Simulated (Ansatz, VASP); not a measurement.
One calculation of NaCl, two programs

```
Na Cl
1.0
     0.00000    2.81759    2.83175
     2.83175    0.00000    2.83175
     2.83175    2.81759    0.00000
Na Cl
1 1
Cartesian
  0.0000 0.0000 0.0000
  2.8317 2.8176 2.8317
```

Change from the starting cell: strain -0.0050 x Voigt [0, 1, 0, 0, 0, 0], atoms carried along.

Alike in both runs: task single point; functional PBEsol; k mesh 8 × 8 × 8; occupations gaussian, width 0.05 eV; no spin polarisation.

|  | VASP | Ansatz |
| --- | --- | --- |
| version | VASP 6.6.1 | Ansatz 0.2.0 |
| potentials or method | VASP PAW PBE potentials, release 64 (Na_pv, Cl), cutoff 520 eV | scalar-relativistic, plane waves, PAW |
| valence electrons in the cell | 14 | 16 |

Ansatz gave:

| Item | Value |
| --- | --- |
| gap on the k mesh at the Fermi level (eV) | 4.91 |
| least direct gap on the mesh (eV) | 4.91 |
| pressure (GPa) | -0.7 |
| traceless stress, the component that is largest in VASP (GPa) | 0.12 |

**Question.** Which values does VASP return?

**Answer.** gap on the k mesh at the Fermi level (eV): 4.90; least direct gap on the mesh (eV): 4.90; pressure (GPa): -0.7; traceless stress, the component that is largest in VASP (GPa): 0.13.

VASP's potentials were made for PBE, not for PBEsol. VASP's potentials hold 14 valence electrons a cell and Ansatz's 16, so a difference there can come from the potentials and not from the codes.
